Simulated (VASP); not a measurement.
# Hg (P6_3/mmc) in VASP: single point with LDA

Aim: the single point of Hg with LDA.

All numbers are computed with VASP 6.6.1; they aren't measurements. Logs are shortened: lines on timing, memory, paths and dates and some standing lists are left out, and cuts for length are marked.

**1. The cell of the first run**

The structure is hexagonal, space group P6_3/mmc (No. 194). The conventional cell has a = 3.073 Å, b = 3.073 Å, c = 5.795 Å, α = 90.00°, β = 90.00°, γ = 120.00°. Hg (site symmetry -6m2) has 12 Hg at 3.07 to 3.40 Å within 4.0 Å.

**2. Single point, LDA**

The input, INCAR:

```
ALGO = Normal ; EDIFF = 1E-6
ENCUT = 550 ; GGA_COMPAT = False
ISIF = 2 ; ISMEAR = -1
LASPH = True ; LCHARG = True
LELF = True ; LREAL = False
LVHAR = True ; LWAVE = False
NBANDS = 27 ; NELM = 120
PREC = Accurate ; SIGMA = 0.01
```

The input, KPOINTS:

```
k-points
0
Gamma
  10 10 5
```

The input, POSCAR:

```
Hg
1.0
    3.0726640000      0.0000000000      0.0000000000
    1.5363270000      2.6610080000      0.0000000000
    0.0000000000      0.0000000000      5.7945290000
Hg
2
Direct
    0.6666600000      0.6666700000      0.2500000000
    0.3333300000      0.3333300000      0.7500000000
```

Potentials or basis: VASP PAW LDA potentials, release 64 (Hg_sv_GW).

The run is started by

```
$ cat potpaw_LDA.64/Hg_sv_GW/POTCAR > POTCAR
$ mpirun -np 1 vasp_std > vasp.out
```

OUTCAR:

```text
EDIFF = 1E-6
   ENCUT = 550
   ISIF = 2
   ISMEAR = -1
   LASPH = True
   LREAL = False
   NELM = 120
   PREC = Accurate

 ion  position               nearest neighbor table
   1  0.667  0.667  0.250-
   2  0.333  0.333  0.750-

  LATTYP: Found a hexagonal cell.
 ALAT       =     3.0726640277
 C/A-ratio  =     1.8858322771

  Lattice vectors:

 A1 = (  -1.5363270000,  -2.6610080000,   0.0000000000)
 A2 = (   3.0726640000,   0.0000000000,   0.0000000000)
 A3 = (   0.0000000000,   0.0000000000,   5.7945290000)

Analysis of symmetry for initial positions (statically):
=====================================================================
 Subroutine PRICEL returns:
 Original cell was already a primitive cell.

 Routine SETGRP: Setting up the symmetry group for a
 hexagonal supercell.

 Subroutine GETGRP returns: Found  8 space group operations
 (whereof  2 operations were pure point group operations)
 out of a pool of 24 trial point group operations.

The static configuration has the point symmetry C_2 .
 The point group associated with its full space group is D_2h.

Analysis of symmetry for dynamics (positions and initial velocities):
=====================================================================
 Subroutine PRICEL returns:
 Original cell was already a primitive cell.

 Routine SETGRP: Setting up the symmetry group for a
 hexagonal supercell.

 Subroutine GETGRP returns: Found  8 space group operations
 (whereof  2 operations were pure point group operations)
 out of a pool of 24 trial point group operations.

The dynamic configuration has the point symmetry C_2 .
 The point group associated with its full space group is D_2h.

 Subroutine INISYM returns: Found  8 space group operations
 (whereof  2 operations are pure point group operations),
 and found     1 'primitive' translations

----------------------------------------------------------------------------------------

                                     Primitive cell

  volume of cell :      47.3783

  direct lattice vectors                    reciprocal lattice vectors
     3.072664000  0.000000000  0.000000000     0.325450489 -0.187898110  0.000000000
     1.536327000  2.661008000  0.000000000     0.000000000  0.375797442  0.000000000
     0.000000000  0.000000000  5.794529000     0.000000000  0.000000000  0.172576580

  length of vectors
     3.072664000  3.072664028  5.794529000     0.375797446  0.375797442  0.172576580

  position of ions in fractional coordinates (direct lattice)
     0.666660000  0.666670000  0.250000000
     0.333330000  0.333330000  0.750000000

  ion indices of the primitive-cell ions
   primitive index   ion index
                 1           1
                 2           2

----------------------------------------------------------------------------------------

 KPOINTS: k-points

Automatic generation of k-mesh.
 Grid dimensions read from file:
 generate k-points for:   10   10    5

 Generating k-lattice:

  Cartesian coordinates                     Fractional coordinates (reciprocal lattice)
     0.032545049 -0.018789811  0.000000000     0.100000000 -0.000000000  0.000000000
     0.000000000  0.037579744  0.000000000     0.000000000  0.100000000  0.000000000
     0.000000000  0.000000000  0.034515316     0.000000000  0.000000000  0.200000000

  Length of vectors
     0.037579745  0.037579744  0.034515316

  Shift w.r.t. Gamma in fractional coordinates (k-lattice)
     0.000000000  0.000000000  0.000000000

 Subroutine IBZKPT returns following result:
 ===========================================

 Found     93 irreducible k-points:

 Following reciprocal coordinates:
            Coordinates               Weight
  0.000000  0.000000  0.000000      1.000000
  0.100000  0.000000  0.000000      4.000000
  0.000000  0.100000  0.000000      2.000000
  0.200000  0.000000  0.000000      4.000000
  0.000000  0.200000  0.000000      2.000000
  0.300000  0.000000  0.000000      4.000000
[... 16 lines left out ...]
  0.400000  0.200000  0.000000      2.000000
  0.200000  0.400000  0.000000      4.000000
 [... further k-points ...]
   k-points           NKPTS =     93   k-points in BZ     NKDIM =     93   number of bands    NBANDS=     27
   number of dos      NEDOS =    301   number of ions     NIONS =      2
   total plane-waves  NPLWV =  27648
   dimension x,y,z NGX =    24 NGY =   24 NGZ =   48
   dimension x,y,z NGXF=    48 NGYF=   48 NGZF=   96
   ions per type =               2
   NGX,Y,Z   is equivalent  to a cutoff of  12.99, 12.99, 13.77 a.u.
   NGXF,Y,Z  is equivalent  to a cutoff of  25.97, 25.97, 27.54 a.u.
 SYSTEM =  unknown system
   PREC   = accura    normal or accurate (medium, high low for compatibility)
   ISTART =      0    job   : 0-new  1-cont  2-samecut
   ICHARG =      2    charge: 1-file 2-atom 10-const
   ISPIN  =      1    spin polarized calculation?
   LNONCOLLINEAR =      F non collinear calculations
   LSORBIT =      F    spin-orbit coupling
   LASPH  =      T    aspherical Exc in radial PAW
   ENCUT  =  550.0 eV  40.42 Ry    6.36 a.u.   5.88  5.88 11.08*2*pi/ulx,y,z
   NELM   =    120;   NELMIN=  2; NELMDL= -5     # of ELM steps
   EDIFF  = 0.1E-05   stopping-criterion for ELM
   LREAL  =      F    real-space projection
   EDIFFG = 0.1E-04   stopping-criterion for IOM
   NSW    =      0    number of steps for IOM
   IBRION =     -1    ionic relax: 0-MD 1-quasi-New 2-CG
   NFREE  =      0    steps in history (QN), initial steepest desc. (CG)
   ISIF   =      2    stress and relaxation
   ISYM   =      2    0-nonsym 1-usesym 2-fastsym
   POTIM  = 0.5000    time-step for ionic-motion
   TEBEG  =    0.0;   TEEND  =   0.0 temperature during run
   PSTRESS=    0.0 pullay stress
   NELECT =      40.0000    total number of electrons
   NUPDOWN=      -1.0000    fix difference up-down
   EMIN   =  10.00;   EMAX   =-10.00  energy-range for DOS
   EFERMI =   0.00;   METHOD = LEGACY
   ISMEAR =    -1;   SIGMA  =   0.01  broadening in eV -4-tet -1-fermi 0-gaus
   EFERMI_NEDOS =   21; number of points for ismear=-14 and -15
   IALGO  =     38    algorithm
   IMIX   =      4    mixing-type and parameters
     AMIX     =   0.40;   BMIX     =  1.00
     AMIX_MAG =   1.60;   BMIX_MAG =  1.00
  volume/ion in A,a.u.               =      23.69       159.86
  Fermi-wavevector in a.u.,A,eV,Ry     =   1.547278  2.923932 32.573291  2.394069
  Thomas-Fermi vector in A             =   2.652394
   LORBIT       =      0    0 simple, 1 ext, 2 COOP (PROOUT), +10 PAW based schemes
   GGA     = CA    functional components
   LHFCALC =     F    Hartree Fock is set to
   AEXX    =    0.0000 exact exchange contribution
   IVDW    =     0    specifies the selected vdW correction
   LEPSILON=     F    determine dielectric tensor
   LRPA    =     F    only Hartree local field effects (RPA)
 non-spin polarized calculation
  energy-cutoff  :      550.00
  volume of cell :       47.38
 maximum number of plane-waves:      1401
   NGX = 11   NGY = 11   NGZ = 23

 number of electron      40.0000001 magnetization

 Free energy of the ion-electron system (eV)
  ---------------------------------------------------
  ext. energy  EPLUGINS =         0.00000000
  ---------------------------------------------------
  free energy    TOTEN  =        -1.84790665 eV

  energy without entropy =       -1.84726970  energy(sigma->0) =       -1.84758818

 E-fermi :   5.6504     XC(G=0): -11.6820

 val. band max:        5.6366490761   @ k =  -0.4000   0.3000   0.4000
 cond. band min:       5.6539825358   @ k =  -0.2000   0.3000   0.0000
 fundamental gap:      0.0173334597
 Fermi energy:         5.6503503528

 k-point     1 :       0.0000    0.0000    0.0000
  band No.  band energies     occupation
      1    -108.7627      2.00000
      2    -108.7623      2.00000
      3     -57.3769      2.00000
      4     -57.3585      2.00000
      5     -57.3511      2.00000
      6     -57.3510      2.00000
[... 19 lines left out ...]
     26      20.1763      0.00000
     27      21.6346      0.00000

 k-point     2 :       0.1000    0.0000    0.0000
  band No.  band energies     occupation
      1    -108.7625      2.00000
      2    -108.7622      2.00000
      3     -57.3762      2.00000
      4     -57.3584      2.00000
      5     -57.3561      2.00000
      6     -57.3541      2.00000
[... 19 lines left out ...]
     26      20.7675      0.00000
     27      21.6172      0.00000

 k-point     3 :       0.0000    0.1000    0.0000
  band No.  band energies     occupation
      1    -108.7625      2.00000
      2    -108.7622      2.00000
      3     -57.3762      2.00000
      4     -57.3584      2.00000
      5     -57.3561      2.00000
      6     -57.3542      2.00000
[... 19 lines left out ...]
     26      20.7679      0.00000
     27      21.6221      0.00000

 k-point     4 :       0.2000    0.0000    0.0000
  band No.  band energies     occupation
      1    -108.7621      2.00000
      2    -108.7617      2.00000
      3     -57.3738      2.00000
      4     -57.3692      2.00000
      5     -57.3672      2.00000
      6     -57.3582      2.00000
[... 19 lines left out ...]
     26      19.1035      0.00000
     27      19.2418      0.00000

 k-point     5 :       0.0000    0.2000    0.0000
  band No.  band energies     occupation
      1    -108.7621      2.00000
      2    -108.7617      2.00000
      3     -57.3738      2.00000
      4     -57.3692      2.00000
      5     -57.3672      2.00000
      6     -57.3582      2.00000
[... 19 lines left out ...]
     26      19.1035      0.00000
     27      19.2418      0.00000

 k-point     6 :       0.3000    0.0000    0.0000
  band No.  band energies     occupation
      1    -108.7615      2.00000
      2    -108.7612      2.00000
      3     -57.3853      2.00000
      4     -57.3833      2.00000
      5     -57.3703      2.00000
      6     -57.3606      2.00000
[... 444 lines left out ...]
      1    -108.7608      2.00000
      2    -108.7607      2.00000
      3     -57.4005      2.00000
      4     -57.3987      2.00000
      5     -57.3681      2.00000
      6     -57.3655      2.00000
[... 19 lines left out ...]
     26      16.7090      0.00000
     27      17.7568      0.00000

 k-point    22 :      -0.1000    0.4000    0.0000
  band No.  band energies     occupation
      1    -108.7608      2.00000
      2    -108.7607      2.00000
      3     -57.4005      2.00000
      4     -57.3987      2.00000
      5     -57.3681      2.00000
      6     -57.3655      2.00000
[... 19 lines left out ...]
     26      16.7090      0.00000
     27      17.7568      0.00000

 k-point    23 :       0.4000    0.2000    0.0000
  band No.  band energies     occupation
      1    -108.7612      2.00000
      2    -108.7610      2.00000
      3     -57.3874      2.00000
      4     -57.3872      2.00000
      5     -57.3685      2.00000
      6     -57.3667      2.00000
[... 19 lines left out ...]
     26      15.9168      0.00000
     27      16.9415      0.00000

 k-point    24 :       0.2000    0.4000    0.0000
  band No.  band energies     occupation
      1    -108.7612      2.00000
      2    -108.7610      2.00000
      3     -57.3874      2.00000
      4     -57.3872      2.00000
      5     -57.3685      2.00000
      6     -57.3666      2.00000
[... 19 lines left out ...]
     26      15.9168      0.00000
     27      16.9415      0.00000

 [... further k-points ...]
[... 5 lines left out ...]
  --------------------------------------------------------------------------------------
  -------------------------------------------------------------------------------------
  Total       -0.2839130     -0.2838310     -1.0923227      0.0000005     -0.0000000      0.0000000
  in kB       -9.6010012     -9.5982275    -36.9387446      0.0000180     -0.0000000      0.0000000
  external PRESSURE =     -18.7126578 kB  Pullay stress =       0.0000000 kB

 VOLUME and BASIS-vectors are now :
 -----------------------------------------------------------------------------
  energy-cutoff  :      550.00
  volume of cell :       47.38
      direct lattice vectors                 reciprocal lattice vectors
     3.072664000  0.000000000  0.000000000     0.325450489 -0.187898110  0.000000000
     1.536327000  2.661008000  0.000000000     0.000000000  0.375797442  0.000000000
     0.000000000  0.000000000  5.794529000     0.000000000  0.000000000  0.172576580

 POSITION                                       TOTAL-FORCE (eV/Angst)
 -----------------------------------------------------------------------------------
      3.07265      1.77401      1.44863        -0.000000      0.000015      0.000000
      1.53631      0.88699      4.34590         0.000000     -0.000015      0.000000
 -----------------------------------------------------------------------------------
    total drift:                               -0.000000      0.000000     -0.000000

  FREE ENERGIE OF THE ION-ELECTRON SYSTEM (eV)
  ---------------------------------------------------
  free  energy   TOTEN  =        -1.8479066546 eV

  energy  without entropy=       -1.8472696992  energy(sigma->0) =       -1.84758818
```

Run time: 72 s. Hardware: 1 thread of Intel Xeon Platinum 8259CL at 2.50GHz (Skylake/Cascade Lake), shared host; peak memory 0.24 GiB.

What came out:

```
Free energy            : -1.8479 eV
Pressure               : -1.9 GPa
Band gap on the k mesh : zero (bands 20 and 21 overlap by 2.33 eV)
```

Levels at points of the mesh, in eV from the Fermi level:
| k point | band 17 | band 18 | band 19 | band 20 | band 21 | band 22 | band 23 | band 24 |
| --- | --- | --- | --- | --- | --- | --- | --- | --- |
| (0.00, 0.00, 0.00) | -6.28 | -5.92 | -5.92 | -3.06 | -2.21 | 10.24 | 13.38 | 14.46 |
| (0.50, 0.00, 0.00) | -5.56 | -5.53 | -1.76 | -1.67 | 1.86 | 1.91 | 3.72 | 6.62 |
| (0.00, 0.50, 0.00) | -5.56 | -5.53 | -1.76 | -1.67 | 1.86 | 1.91 | 3.72 | 6.62 |

Caveat: spin-orbit coupling is left out, which moves the levels of the heavy elements.
